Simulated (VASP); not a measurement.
# CuSi16 (a cell with a defect) in VASP: relaxation of the atoms with PBE

Aim: the relaxation of the atoms of CuSi16 (a cell with a defect) with PBE.

Everything below comes from runs of VASP 6.6.1. Logs are shortened: lines on timing, memory, paths and dates and some standing lists are left out, and cuts for length are marked.

## 1. The cell of the first run

The cell holds a defect, 17 atoms: a = 7.679 Å, b = 7.679 Å, c = 7.679 Å, α = 60.00°, β = 60.00°, γ = 60.00°.

## 2. Relaxation of the atoms, PBE

File INCAR:

```
ALGO = Normal
EDIFF = 1E-7
EDIFFG = -0.03
ENCUT = 520
GGA = PE
IBRION = 2
ISIF = 2
ISMEAR = 0
LASPH = True
LCHARG = False
LREAL = Auto
LWAVE = False
NELECT = 74.0
NELM = 100
NSW = 80
PREC = Accurate
SIGMA = 0.05
```

File KPOINTS:

```
k-points
0
Gamma
  2 2 2
```

File POSCAR:

```
CuSi16
1.0
    0.0000000000      5.4300000000      5.4300000000
    5.4300000000      0.0000000000      5.4300000000
    5.4300000000      5.4300000000      0.0000000000
Si Cu
16 1
Direct
    0.0000000000      0.0000000000      0.0000000000
    0.1250000000      0.1250000000      0.1250000000
    0.0000000000      0.0000000000      0.5000000000
    0.1250000000      0.1250000000      0.6250000000
    0.0000000000      0.5000000000      0.0000000000
    0.1250000000      0.6250000000      0.1250000000
    0.0000000000      0.5000000000      0.5000000000
    0.1250000000      0.6250000000      0.6250000000
    0.5000000000      0.0000000000      0.0000000000
    0.6250000000      0.1250000000      0.1250000000
    0.5000000000      0.0000000000      0.5000000000
    0.6250000000      0.1250000000      0.6250000000
    0.5000000000      0.5000000000      0.0000000000
    0.6250000000      0.6250000000      0.1250000000
    0.5000000000      0.5000000000      0.5000000000
    0.6250000000      0.6250000000      0.6250000000
    0.8728502000      0.8703952000      0.8893780000
```

Potentials or basis: VASP PAW PBE potentials, release 64 (Si, Cu).

On the command line:

```console
$ cat potpaw_PBE.64/Si/POTCAR potpaw_PBE.64/Cu/POTCAR > POTCAR
$ mpirun -np 1 vasp_std > vasp.out
```

OUTCAR:

```text
EDIFF = 1E-7
   EDIFFG = -0.03
   ENCUT = 520
   GGA = PE
   IBRION = 2
   ISIF = 2
   ISMEAR = 0
   LASPH = True
   LREAL = Auto
   NELECT = 74.0
   NELM = 100
   NSW = 80
   PREC = Accurate

 ion  position               nearest neighbor table
   1  0.000  0.000  0.000-  17 2.30   4 2.35   6 2.35  10 2.35   2 2.35
   2  0.125  0.125  0.125-   1 2.35   3 2.35   5 2.35   9 2.35
   3  0.000  0.000  0.500-   2 2.35   4 2.35   8 2.35  12 2.35  17 2.44
   4  0.125  0.125  0.625-   1 2.35   3 2.35   7 2.35  11 2.35  17 2.75
   5  0.000  0.500  0.000-  17 2.32   6 2.35   8 2.35  14 2.35   2 2.35
   6  0.125  0.625  0.125-   1 2.35   5 2.35   7 2.35  13 2.35  17 2.65
   7  0.000  0.500  0.500-   4 2.35   6 2.35   8 2.35  16 2.35
   8  0.125  0.625  0.625-   3 2.35   5 2.35   7 2.35  15 2.35  17 2.77
   9  0.500  0.000  0.000-  17 2.34  10 2.35  12 2.35  14 2.35   2 2.35
  10  0.625  0.125  0.125-   1 2.35   9 2.35  11 2.35  13 2.35  17 2.66
  11  0.500  0.000  0.500-   4 2.35  10 2.35  12 2.35  16 2.35
  12  0.625  0.125  0.625-   3 2.35   9 2.35  11 2.35  15 2.35  17 2.78
  13  0.500  0.500  0.000-   6 2.35  10 2.35  14 2.35  16 2.35
  14  0.625  0.625  0.125-   5 2.35   9 2.35  13 2.35  15 2.35  17 2.68
  15  0.500  0.500  0.500-   8 2.35  12 2.35  14 2.35  16 2.35
  16  0.625  0.625  0.625-   7 2.35  11 2.35  13 2.35  15 2.35
  17  0.873  0.870  0.889-   1 2.30   5 2.32   9 2.34   3 2.44   6 2.65  10 2.66  14 2.68   4 2.75
                             8 2.77  12 2.78

  LATTYP: Found a face centered cubic cell.
 ALAT       =    10.8600000000

  Lattice vectors:

 A1 = (   0.0000000000,   5.4300000000,   5.4300000000)
 A2 = (   5.4300000000,   0.0000000000,   5.4300000000)
 A3 = (   5.4300000000,   5.4300000000,   0.0000000000)

Analysis of symmetry for initial positions (statically):
=====================================================================
 Subroutine PRICEL returns:
 Original cell was already a primitive cell.

 Routine SETGRP: Setting up the symmetry group for a
 face centered cubic supercell.

 Subroutine GETGRP returns: Found  1 space group operations
 (whereof  1 operations were pure point group operations)
 out of a pool of 48 trial point group operations.

The static configuration has the point symmetry C_1 .

Analysis of symmetry for dynamics (positions and initial velocities):
=====================================================================
 Subroutine PRICEL returns:
 Original cell was already a primitive cell.

 Routine SETGRP: Setting up the symmetry group for a
 face centered cubic supercell.

 Subroutine GETGRP returns: Found  1 space group operations
 (whereof  1 operations were pure point group operations)
 out of a pool of 48 trial point group operations.

The dynamic configuration has the point symmetry C_1 .

 Subroutine INISYM returns: Found  1 space group operations
 (whereof  1 operations are pure point group operations),
 and found     1 'primitive' translations

----------------------------------------------------------------------------------------

                                     Primitive cell

  volume of cell :     320.2060

  direct lattice vectors                    reciprocal lattice vectors
     0.000000000  5.430000000  5.430000000    -0.092081031  0.092081031  0.092081031
     5.430000000  0.000000000  5.430000000     0.092081031 -0.092081031  0.092081031
     5.430000000  5.430000000  0.000000000     0.092081031  0.092081031 -0.092081031

  length of vectors
     7.679179644  7.679179644  7.679179644     0.159489025  0.159489025  0.159489025

  position of ions in fractional coordinates (direct lattice)
     0.000000000  0.000000000  0.000000000
     0.125000000  0.125000000  0.125000000
     0.000000000  0.000000000  0.500000000
     0.125000000  0.125000000  0.625000000
     0.000000000  0.500000000  0.000000000
     0.125000000  0.625000000  0.125000000
[... 9 lines left out ...]
     0.625000000  0.625000000  0.625000000
     0.872850200  0.870395200  0.889378000

  ion indices of the primitive-cell ions
   primitive index   ion index
                 1           1
                 2           2
                 3           3
                 4           4
                 5           5
                 6           6
[... 9 lines left out ...]
                16          16
                17          17

----------------------------------------------------------------------------------------

 KPOINTS: k-points

Automatic generation of k-mesh.
 Grid dimensions read from file:
 generate k-points for:    2    2    2

 Generating k-lattice:

  Cartesian coordinates                     Fractional coordinates (reciprocal lattice)
    -0.046040516  0.046040516  0.046040516     0.500000000  0.000000000  0.000000000
     0.046040516 -0.046040516  0.046040516     0.000000000  0.500000000  0.000000000
     0.046040516  0.046040516 -0.046040516     0.000000000  0.000000000  0.500000000

  Length of vectors
     0.079744512  0.079744512  0.079744512

  Shift w.r.t. Gamma in fractional coordinates (k-lattice)
     0.000000000  0.000000000  0.000000000

 Subroutine IBZKPT returns following result:
 ===========================================

 Found      8 irreducible k-points:

 Following reciprocal coordinates:
            Coordinates               Weight
  0.000000  0.000000  0.000000      1.000000
  0.500000  0.000000  0.000000      1.000000
  0.000000  0.500000  0.000000      1.000000
  0.000000  0.000000  0.500000      1.000000
  0.500000  0.500000  0.500000      1.000000
  0.500000  0.500000  0.000000      1.000000
  0.000000  0.500000  0.500000      1.000000
  0.500000  0.000000  0.500000      1.000000
   k-points           NKPTS =      8   k-points in BZ     NKDIM =      8   number of bands    NBANDS=     46
   number of dos      NEDOS =    301   number of ions     NIONS =     17
   total plane-waves  NPLWV = 216000
   dimension x,y,z NGX =    60 NGY =   60 NGZ =   60
   dimension x,y,z NGXF=   120 NGYF=  120 NGZF=  120
   ions per type =              16   1
   NGX,Y,Z   is equivalent  to a cutoff of  12.99, 12.99, 12.99 a.u.
   NGXF,Y,Z  is equivalent  to a cutoff of  25.98, 25.98, 25.98 a.u.
 SYSTEM =  unknown system
   PREC   = accura    normal or accurate (medium, high low for compatibility)
   ISTART =      0    job   : 0-new  1-cont  2-samecut
   ICHARG =      2    charge: 1-file 2-atom 10-const
   ISPIN  =      1    spin polarized calculation?
   LNONCOLLINEAR =      F non collinear calculations
   LSORBIT =      F    spin-orbit coupling
   LASPH  =      T    aspherical Exc in radial PAW
   ENCUT  =  520.0 eV  38.22 Ry    6.18 a.u.  14.28 14.28 14.28*2*pi/ulx,y,z
   NELM   =    100;   NELMIN=  2; NELMDL= -5     # of ELM steps
   EDIFF  = 0.1E-06   stopping-criterion for ELM
   LREAL  =      T    real-space projection
   EDIFFG = -.3E-01   stopping-criterion for IOM
   NSW    =     80    number of steps for IOM
   IBRION =      2    ionic relax: 0-MD 1-quasi-New 2-CG
   NFREE  =      1    steps in history (QN), initial steepest desc. (CG)
   ISIF   =      2    stress and relaxation
   ISYM   =      2    0-nonsym 1-usesym 2-fastsym
   POTIM  = 0.5000    time-step for ionic-motion
   TEBEG  =    0.0;   TEEND  =   0.0 temperature during run
   PSTRESS=    0.0 pullay stress
   NELECT =      74.0000    total number of electrons
   NUPDOWN=      -1.0000    fix difference up-down
   EMIN   =  10.00;   EMAX   =-10.00  energy-range for DOS
   EFERMI =   0.00;   METHOD = LEGACY
   ISMEAR =     0;   SIGMA  =   0.05  broadening in eV -4-tet -1-fermi 0-gaus
   EFERMI_NEDOS =   21; number of points for ismear=-14 and -15
   IALGO  =     38    algorithm
   IMIX   =      4    mixing-type and parameters
     AMIX     =   0.40;   BMIX     =  1.00
     AMIX_MAG =   1.60;   BMIX_MAG =  1.00
  volume/ion in A,a.u.               =      18.84       127.11
  Fermi-wavevector in a.u.,A,eV,Ry     =   1.004636  1.898488 13.732283  1.009294
  Thomas-Fermi vector in A             =   2.137265
   LORBIT       =      0    0 simple, 1 ext, 2 COOP (PROOUT), +10 PAW based schemes
   GGA     = PE    functional components
   LHFCALC =     F    Hartree Fock is set to
   AEXX    =    0.0000 exact exchange contribution
   IVDW    =     0    specifies the selected vdW correction
   LEPSILON=     F    determine dielectric tensor
   LRPA    =     F    only Hartree local field effects (RPA)
 conjugate gradient relaxation of ions
 non-spin polarized calculation
 Gauss-broadening in eV      SIGMA  =   0.05
  energy-cutoff  :      520.00
  volume of cell :      320.21
 maximum number of plane-waves:      8646
 NGX is ok and might be reduce to    60
   NGX = 29   NGY = 29   NGZ = 29

--------------------------------------- Ionic step        1  -------------------------------------------

 number of electron      74.0000004 magnetization

 Free energy of the ion-electron system (eV)
  ---------------------------------------------------
  ext. energy  EPLUGINS =         0.00000000
  ---------------------------------------------------
  free energy    TOTEN  =       -94.07394091 eV

  energy without entropy =      -94.06490590  energy(sigma->0) =      -94.06942341

------------------------ aborting loop because EDIFF is reached ----------------------------------------

  FORCE on cell =-STRESS in cart. coord.  units (eV):
  Direction    XX          YY          ZZ          XY          YZ          ZX
  --------------------------------------------------------------------------------------
  -------------------------------------------------------------------------------------
  Total       -0.6712224     -0.6714433     -0.6701861     -0.2240894      0.3665638      0.4757549
  in kB       -3.3585169     -3.3596222     -3.3533315     -1.1212497      1.8341325      2.3804792
  external PRESSURE =      -3.3571569 kB  Pullay stress =       0.0000000 kB
[... 134 lines left out ...]
  FREE ENERGIE OF THE ION-ELECTRON SYSTEM (eV)
  ---------------------------------------------------
  free  energy   TOTEN  =       -94.1833107559 eV

  energy  without entropy=      -94.1749648595  energy(sigma->0) =      -94.17913781

[... ionic steps 4 to 35 ...]

--------------------------------------- Ionic step       36  -------------------------------------------

 number of electron      74.0000002 magnetization

------------------------ aborting loop because EDIFF is reached ----------------------------------------

  FORCE on cell =-STRESS in cart. coord.  units (eV):
  Direction    XX          YY          ZZ          XY          YZ          ZX
  --------------------------------------------------------------------------------------
  -------------------------------------------------------------------------------------
  Total       -1.5174484     -1.4045050     -2.0773393     -0.5504475      0.0433461      0.0415644
  in kB       -7.5926786     -7.0275569    -10.3941395     -2.7542098      0.2168856      0.2079709
  external PRESSURE =      -8.3381250 kB  Pullay stress =       0.0000000 kB
[... 87 lines left out ...]
  energy  without entropy=      -94.2187781389  energy(sigma->0) =      -94.21880771

--------------------------------------- Ionic step       38  -------------------------------------------

 number of electron      74.0000002 magnetization

 Free energy of the ion-electron system (eV)
  ---------------------------------------------------
  ext. energy  EPLUGINS =         0.00000000
  ---------------------------------------------------
  free energy    TOTEN  =       -94.21917311 eV

  energy without entropy =      -94.21910873  energy(sigma->0) =      -94.21914092

 E-fermi :   6.3844     XC(G=0):  -9.6079

 val. band max:        6.2760712340   @ k =   0.0000   0.0000   0.0000
 cond. band min:       6.4927836427   @ k =   0.0000   0.0000   0.0000
 fundamental gap:      0.2167124086
 Fermi energy:         6.3844275121

 k-point     1 :       0.0000    0.0000    0.0000
  band No.  band energies     occupation
      1      -5.8957      2.00000
      2      -3.5340      2.00000
      3      -3.5170      2.00000
      4      -3.4862      2.00000
      5      -3.4671      2.00000
      6      -2.0337      2.00000
[... 425 lines left out ...]
  FREE ENERGIE OF THE ION-ELECTRON SYSTEM (eV)
  ---------------------------------------------------
  free  energy   TOTEN  =       -94.2191731057 eV

  energy  without entropy=      -94.2191087321  energy(sigma->0) =      -94.21914092

 reached required accuracy - stopping structural energy minimisation
```

It took 64 min on 1 thread of Intel Xeon Platinum 8488C (Sapphire Rapids), shared host; peak memory 0.56 GiB.

Results:

```yaml
Free_energy: -94.2192 eV
Energy_gained_by_relaxing: 8.5 meV/atom
Ionic_steps: 38
Largest_force_after_relaxing: 0.027 eV/Å
```

Forces in eV/Å, atoms in the order of the input:
```
Si  -0.003 -0.016 -0.011
Si   0.023  0.015 -0.005
Si   0.005  0.005  0.015
Si  -0.002  0.010 -0.003
Si  -0.002 -0.001 -0.001
Si  -0.003 -0.001  0.016
Si  -0.004  0.006 -0.003
Si  -0.008  0.001 -0.002
Si   0.024 -0.003 -0.002
Si  -0.004 -0.008  0.000
Si  -0.003  0.008 -0.009
Si  -0.001 -0.009 -0.014
Si  -0.005 -0.001  0.013
Si  -0.001 -0.016  0.006
Si  -0.001  0.005  0.020
Si  -0.006  0.002 -0.006
Cu  -0.009  0.003 -0.015
```

The path:
```
step  energy change (eV)  largest force (eV/Å)  pressure (GPa)
   1              0.0000                1.0704           -0.34
   2             -0.1093                0.2165           -0.75
   3             -0.1094                0.2124           -0.74
   4             -0.1133                0.1079           -0.73
   5             -0.1139                0.1437           -0.72
   6             -0.1154                0.0439           -0.73
   7             -0.1158                0.0782           -0.73
   8             -0.1168                0.0372           -0.73
   9             -0.1171                0.0416           -0.74
  10             -0.1173                0.0416           -0.75
  11             -0.1173                0.0417           -0.74
  12             -0.1175                0.0407           -0.74
  13             -0.1179                0.0388           -0.75
  14             -0.1187                0.0368           -0.74
  15             -0.1202                0.0771           -0.74
  16             -0.1215                0.1446           -0.74
  17             -0.1216                0.1444           -0.74
  18             -0.1218                0.1441           -0.74
  19             -0.1221                0.1429           -0.75
  20             -0.1227                0.1437           -0.75
  21             -0.1236                0.1634           -0.75
  22             -0.1233                0.2130           -0.76
  23             -0.1239                0.1828           -0.75
  24             -0.1252                0.1662           -0.76
  25             -0.1286                0.1492           -0.77
  26             -0.1323                0.1472           -0.80
  27             -0.1326                0.1480           -0.80
  28             -0.1345                0.1377           -0.81
  29             -0.1378                0.1133           -0.83
  30             -0.1380                0.1081           -0.84
  31             -0.1400                0.0870           -0.85
  32             -0.1416                0.0751           -0.85
  33             -0.1428                0.0593           -0.85
  34             -0.1430                0.0538           -0.86
  35             -0.1437                0.0371           -0.86
  36             -0.1443                0.0613           -0.83
  37             -0.1449                0.0418           -0.84
  38             -0.1452                0.0275           -0.83
```

Final structure:
```
CELL_PARAMETERS angstrom
0.00000 5.43000 5.43000
5.43000 0.00000 5.43000
5.43000 5.43000 0.00000
ATOMIC_POSITIONS crystal
Si 0.01199 0.01060 0.00619
Si 0.12623 0.12276 0.15069
Si 0.99008 0.99054 0.52140
Si 0.12527 0.12686 0.63046
Si 0.00365 0.49068 0.99703
Si 0.13196 0.62809 0.12042
Si 0.99879 0.49953 0.49251
Si 0.12715 0.61578 0.62233
Si 0.49394 0.00202 0.99494
Si 0.62984 0.13190 0.11870
Si 0.49799 0.00196 0.49087
Si 0.61577 0.12907 0.62050
Si 0.50369 0.50373 0.98018
Si 0.62391 0.62196 0.11647
Si 0.49983 0.50173 0.48937
Si 0.62655 0.62959 0.60871
Cu 0.86622 0.86360 0.92862
```

Caveat: the k points lie up to 0.50 Å⁻¹ apart; the cell carries a net charge on a neutralising background, which shifts energy and pressure; the cell is charged against a uniform background, so pressure and absolute levels hang on convention.
